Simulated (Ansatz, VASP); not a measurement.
## CdS in VASP and in Ansatz

File INCAR:

```
SYSTEM = CdS
PREC = Accurate
ENCUT = 520
EDIFF = 1E-6
ISMEAR = -1
SIGMA = 0.1
LREAL = .FALSE.
LASPH = .TRUE.
NELM = 80
ALGO = Normal
ISIF = 2
LWAVE = .FALSE.
LCHARG = .FALSE.
GGA = PE
NBANDS = 26
```

Contents of KPOINTS:

```
Automatic mesh
0
G
  6 6 4
  0 0 0
```

File POSCAR:

```
CdS
1.0
    4.2046115259      0.0000000000      0.0000000000
   -2.1023057629      3.6412999631      0.0000000000
    0.0000000000      0.0000000000      6.8256549035
Cd S
2 2
Direct
    0.3333333333      0.6666666667      0.0000000000
    0.6666666667      0.3333333333      0.5000000000
    0.3333333333      0.6666666667      0.3750000000
    0.6666666667      0.3333333333      0.8750000000
```

Input for Ansatz:

```yaml
crystal:
  lattice:
    - [4.2046115258537355, 0.0, 0.0]
    - [-2.1023057629268678, 3.641299963126736, 0.0]
    - [0.0, 0.0, 6.825654903536534]
  atoms:
    - { symbol: Cd, position: [0.3333333333333333, 0.6666666666666666, 0.0] }
    - { symbol: Cd, position: [0.6666666666666666, 0.3333333333333333, 0.5] }
    - { symbol: S, position: [0.3333333333333333, 0.6666666666666666, 0.375] }
    - { symbol: S, position: [0.6666666666666666, 0.3333333333333333, 0.875] }
basis:
  ecutwfc: 550.0
kpoints:
  mp_grid:
    grid: [6, 6, 4]
hamiltonian:
  xc: pbe
scf:
  occupations:
    method: fermi_dirac
output:
  stress: true
```

Alike in both runs: task single point; functional PBE; k mesh 6 × 6 × 4; no spin polarisation.

|  | VASP | Ansatz |
| --- | --- | --- |
| version | VASP 6.6.1 | Ansatz 0.2.0 |
| potentials or method | VASP PAW PBE potentials, release 64 (Cd, S), cutoff 520 eV | plane waves, PAW |
| occupations | fermi-dirac, width 0.1 eV | fermi-dirac |
| valence electrons in the cell | 36 | 52 |

```csv
,VASP,Ansatz,Ansatz less VASP
pressure (GPa),0.1,-0.2,-0.29
"traceless stress, the component that is largest in VASP (GPa)",0.35,0.34,-0.012
```

VASP's potentials hold 36 valence electrons a cell and Ansatz's 52, so a difference there can come from the potentials and not from the codes.
